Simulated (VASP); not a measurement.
# CdInS2 (P-3m1) in VASP: notebook

Runs on CdInS2. Level: PBE. Tasks: single point.

Program: VASP 6.6.1. These are calculated values, not measurements. Logs are shortened: lines on timing, memory, paths and dates and some standing lists are left out, and cuts for length are marked.

## (1) The cell of the first run

It takes space group P-3m1 (No. 164, trigonal). Conventional cell: a = 3.695 Å, b = 3.695 Å, c = 7.476 Å, α = 90.00°, β = 90.00°, γ = 120.00°. Cd (site symmetry -3m) has 6 S at 2.98 Å and 6 Cd at 3.69 Å and 2 In at 3.74 Å within 3.9 Å. In (site symmetry -3m) has 6 S at 2.70 Å and 6 In at 3.69 Å and 2 Cd at 3.74 Å within 3.8 Å. Within 3.7 Å of S (site symmetry 3m) lie 3 In at 2.70 Å and 3 Cd at 2.98 Å and 6 S at 3.69 Å.

## (2) Single point, PBE

INCAR reads:

```
PREC = Accurate
ENCUT = 520
EDIFF = 1E-6
ISMEAR = 0
SIGMA = 0.15
LREAL = F
LASPH = T
NELM = 80
ALGO = Normal
ISIF = 2
LWAVE = F
LCHARG = F
GGA = PE
NBANDS = 26
```

KPOINTS reads:

```
Automatic mesh
0
Gamma
  12 12 6
```

POSCAR reads:

```
CdInS2
1.0
    3.6946776531      0.0000000000      0.0000000000
   -1.8473388265      3.1996847064      0.0000000000
    0.0000000000      0.0000000000      7.4761802310
Cd In S
1 1 2
Direct
    0.0000000000      0.0000000000      0.0000000000
    0.0000000000      0.0000000000      0.5000000000
    0.6666666667      0.3333333333      0.7211797945
    0.3333333333      0.6666666667      0.2788202055
```

Potentials or basis: VASP PAW PBE potentials, release 64 (Cd, In_d, S).

Command:

```bash
> cat potpaw_PBE.64/Cd/POTCAR potpaw_PBE.64/In_d/POTCAR potpaw_PBE.64/S/POTCAR > POTCAR
> mpirun -np 1 vasp_std > vasp.out
```

OUTCAR:

```text
PREC = Accurate
   ENCUT = 520
   EDIFF = 1E-6
   ISMEAR = 0
   LREAL = F
   LASPH = T
   NELM = 80
   ISIF = 2
   GGA = PE

 ion  position               nearest neighbor table
   1  0.000  0.000  0.000-   3 2.98   4 2.98   4 2.98   3 2.98   3 2.98   4 2.98   2 3.74   2 3.74

   2  0.000  0.000  0.500-   3 2.70   4 2.70   4 2.70   3 2.70   3 2.70   4 2.70   1 3.74   1 3.74

   3  0.667  0.333  0.721-   2 2.70   2 2.70   2 2.70   1 2.98   1 2.98   1 2.98
   4  0.333  0.667  0.279-   2 2.70   2 2.70   2 2.70   1 2.98   1 2.98   1 2.98

  LATTYP: Found a hexagonal cell.
 ALAT       =     3.6946776531
 C/A-ratio  =     2.0235000000

  Lattice vectors:

 A1 = (   3.6946776531,   0.0000000000,   0.0000000000)
 A2 = (  -1.8473388265,   3.1996847064,   0.0000000000)
 A3 = (   0.0000000000,   0.0000000000,   7.4761802310)

Analysis of symmetry for initial positions (statically):
=====================================================================
 Subroutine PRICEL returns:
 Original cell was already a primitive cell.

 Routine SETGRP: Setting up the symmetry group for a
 hexagonal supercell.

 Subroutine GETGRP returns: Found 12 space group operations
 (whereof 12 operations were pure point group operations)
 out of a pool of 24 trial point group operations.

The static configuration has the point symmetry D_3d.

Analysis of symmetry for dynamics (positions and initial velocities):
=====================================================================
 Subroutine PRICEL returns:
 Original cell was already a primitive cell.

 Routine SETGRP: Setting up the symmetry group for a
 hexagonal supercell.

 Subroutine GETGRP returns: Found 12 space group operations
 (whereof 12 operations were pure point group operations)
 out of a pool of 24 trial point group operations.

The dynamic configuration has the point symmetry D_3d.

 Subroutine INISYM returns: Found 12 space group operations
 (whereof 12 operations are pure point group operations),
 and found     1 'primitive' translations

----------------------------------------------------------------------------------------

                                     Primitive cell

  volume of cell :      88.3819

[... 76 lines left out ...]
   total plane-waves  NPLWV =  43904
   dimension x,y,z NGX =    28 NGY =   28 NGZ =   56
   dimension x,y,z NGXF=    56 NGYF=   56 NGZF=  112
   ions per type =               1   1   2
   NGX,Y,Z   is equivalent  to a cutoff of  12.60, 12.60, 12.45 a.u.
   NGXF,Y,Z  is equivalent  to a cutoff of  25.20, 25.20, 24.91 a.u.
 SYSTEM =  unknown system
   PREC   = accura    normal or accurate (medium, high low for compatibility)
   ISTART =      0    job   : 0-new  1-cont  2-samecut
   ICHARG =      2    charge: 1-file 2-atom 10-const
   ISPIN  =      1    spin polarized calculation?
   LNONCOLLINEAR =      F non collinear calculations
   LSORBIT =      F    spin-orbit coupling
   LASPH  =      T    aspherical Exc in radial PAW
   ENCUT  =  520.0 eV  38.22 Ry    6.18 a.u.   6.87  6.87 13.90*2*pi/ulx,y,z
   NELM   =     80;   NELMIN=  2; NELMDL= -5     # of ELM steps
   EDIFF  = 0.1E-05   stopping-criterion for ELM
   LREAL  =      F    real-space projection
[... 7 lines left out ...]
   TEBEG  =    0.0;   TEEND  =   0.0 temperature during run
   PSTRESS=    0.0 pullay stress
   NELECT =      37.0000    total number of electrons
   NUPDOWN=      -1.0000    fix difference up-down
   EMIN   =  10.00;   EMAX   =-10.00  energy-range for DOS
   EFERMI =   0.00;   METHOD = LEGACY
   ISMEAR =     0;   SIGMA  =   0.15  broadening in eV -4-tet -1-fermi 0-gaus
   EFERMI_NEDOS =   21; number of points for ismear=-14 and -15
   IALGO  =     38    algorithm
   IMIX   =      4    mixing-type and parameters
     AMIX     =   0.40;   BMIX     =  1.00
     AMIX_MAG =   1.60;   BMIX_MAG =  1.00
  volume/ion in A,a.u.               =      22.10       149.11
  Fermi-wavevector in a.u.,A,eV,Ry     =   1.224675  2.314300 20.406415  1.499829
  Thomas-Fermi vector in A             =   2.359741
   LORBIT       =      0    0 simple, 1 ext, 2 COOP (PROOUT), +10 PAW based schemes
   GGA     = PE    functional components
   LHFCALC =     F    Hartree Fock is set to
   AEXX    =    0.0000 exact exchange contribution
   IVDW    =     0    specifies the selected vdW correction
   LEPSILON=     F    determine dielectric tensor
   LRPA    =     F    only Hartree local field effects (RPA)
 non-spin polarized calculation
 Gauss-broadening in eV      SIGMA  =   0.15
  energy-cutoff  :      520.00
  volume of cell :       88.38
 maximum number of plane-waves:      2408
   NGX = 13   NGY = 13   NGZ = 27

 number of electron      36.9999989 magnetization

 Free energy of the ion-electron system (eV)
  ---------------------------------------------------
  ext. energy  EPLUGINS =         0.00000000
  ---------------------------------------------------
  free energy    TOTEN  =       -12.69657942 eV

  energy without entropy =      -12.67986351  energy(sigma->0) =      -12.68822146

 E-fermi :   5.2192     XC(G=0): -10.0842

 val. band max:        5.1882561442   @ k =   0.4167   0.0833   0.5000
 cond. band min:       5.2324150373   @ k =   0.3333   0.0833   0.5000
 fundamental gap:      0.0441588931
 Fermi energy:         5.2191977655

 k-point     1 :       0.0000    0.0000    0.0000
  band No.  band energies     occupation
      1      -9.6266      2.00000
      2      -9.6266      2.00000
      3      -9.5658      2.00000
      4      -9.4931      2.00000
      5      -9.4931      2.00000
      6      -8.8967      2.00000
[... 685 lines left out ...]
     25      11.4770      0.00000
     26      12.3516      0.00000

 [... further k-points ...]
[... 5 lines left out ...]
  --------------------------------------------------------------------------------------
  -------------------------------------------------------------------------------------
  Total        1.8761133      1.8761133     -3.4265843      0.0000000     -0.0000000      0.0000000
  in kB       34.0099609     34.0099609    -62.1167180      0.0000000     -0.0000000      0.0000000
  external PRESSURE =       1.9677346 kB  Pullay stress =       0.0000000 kB

 VOLUME and BASIS-vectors are now :
 -----------------------------------------------------------------------------
  energy-cutoff  :      520.00
  volume of cell :       88.38
      direct lattice vectors                 reciprocal lattice vectors
     3.694677653  0.000000000  0.000000000     0.270659607  0.156265397  0.000000000
    -1.847338826  3.199684706  0.000000000     0.000000000  0.312530793  0.000000000
     0.000000000  0.000000000  7.476180231     0.000000000  0.000000000  0.133758145

 POSITION                                       TOTAL-FORCE (eV/Angst)
 -----------------------------------------------------------------------------------
      0.00000      0.00000      0.00000         0.000000      0.000000      0.000000
      0.00000      0.00000      3.73809         0.000000      0.000000      0.000000
      1.84734      1.06656      5.39167        -0.000000     -0.000000      0.250488
     -0.00000      2.13312      2.08451         0.000000      0.000000     -0.250488
 -----------------------------------------------------------------------------------
    total drift:                                0.000000     -0.000000      0.000000

  FREE ENERGIE OF THE ION-ELECTRON SYSTEM (eV)
  ---------------------------------------------------
  free  energy   TOTEN  =       -12.6965794173 eV

  energy  without entropy=      -12.6798635120  energy(sigma->0) =      -12.68822146
```

Wall time 7.1 min (1 thread of Intel Xeon 8259CL, shared host); peak memory 0.37 GiB.

Results:

* Free energy: -12.6966 eV
* Pressure: 0.2 GPa
* Largest force: 0.250 eV/Å
* Band gap on the k mesh: zero (an odd number of electrons rules out a gap without spin polarisation)

Forces in eV/Å, atoms in the order of the input:
```
Cd   0.000  0.000  0.000
In   0.000  0.000  0.000
S    0.000  0.000  0.250
S    0.000  0.000 -0.250
```

Caveat: the stress differs along the axes, from -6 to 3 GPa; spin-orbit coupling is left out, which moves the levels of the heavy elements; an odd number of electrons without spin polarisation forces a metal; a magnetic or distorted state may lie lower.

## (3) Single point, PBE

This run uses another cell than the first one, of the same volume but with other edges.

INCAR reads:

```
SYSTEM = CdInS2
ALGO = Normal
EDIFF = 1E-6
ENCUT = 520
GGA = PE
ISIF = 2
ISMEAR = 0
LASPH = .True.
LCHARG = .False.
LREAL = .False.
LWAVE = .False.
NBANDS = 26
NELM = 100
PREC = Accurate
SIGMA = 0.15
```

KPOINTS reads:

```
k-points
0
Gamma
  12 12 6
  0 0 0
```

POSCAR reads:

```
CdInS2
1.0
    3.8084606644      0.0000000000      0.0000000000
   -1.9042303322      3.2982236847      0.0000000000
    0.0000000000      0.0000000000      7.0361310776
Cd In S
1 1 2
Direct
    0.0000000000      0.0000000000      0.0000000000
    0.0000000000      0.0000000000      0.5000000000
    0.6666666667      0.3333333333      0.7456400186
    0.3333333333      0.6666666667      0.2543599814
```

Potentials or basis: VASP PAW PBE potentials, release 64 (Cd, In_d, S).

Command:

```bash
> cat potpaw_PBE.64/Cd/POTCAR potpaw_PBE.64/In_d/POTCAR potpaw_PBE.64/S/POTCAR > POTCAR
> mpirun -np 1 vasp_std > vasp.out
```

Wall time 6 min (1 thread of Intel Xeon 8259CL, shared host); peak memory 0.36 GiB.

The run converged. Its results:

```
Free energy            : -13.0374 eV
Pressure               : -0.4 GPa
Largest force          : 0.228 eV/Å
Band gap on the k mesh : zero (an odd number of electrons rules out a gap without spin polarisation)
```

Forces in eV/Å, atoms in the order of the input:
```
Cd   0.000  0.000  0.000
In   0.000  0.000  0.000
S    0.000  0.000  0.228
S    0.000  0.000 -0.228
```

Stress tensor (GPa, compression positive):
```
 0.91  0.00  0.00
 0.00  0.91  0.00
 0.00  0.00 -3.02
```

Levels at points of the mesh, in eV from the Fermi level:
```tsv
k point	band 15	band 16	band 17	band 18	band 19	band 20	band 21	band 22	band 23	band 24
(0.00, 0.00, 0.00)	-1.93	-1.93	-1.93	-1.49	-1.49	2.14	4.14	5.08	5.08	6.29
(0.50, 0.00, 0.00)	-4.52	-3.52	-3.14	-1.72	-0.11	1.83	1.88	3.91	3.97	5.37
(0.00, 0.00, 0.50)	-1.74	-1.74	-1.67	-1.67	0.64	1.14	4.37	4.83	5.12	5.12
(0.50, 0.00, 0.50)	-3.13	-3.12	-2.60	-2.43	-0.77	0.05	3.89	3.94	5.08	5.12
```

Caveat: spin-orbit coupling is left out, which moves the levels of the heavy elements; an odd number of electrons without spin polarisation forces a metal; a magnetic or distorted state may lie lower.

The gap in the log of VASP goes by the Fermi energy; the results here count the filled bands.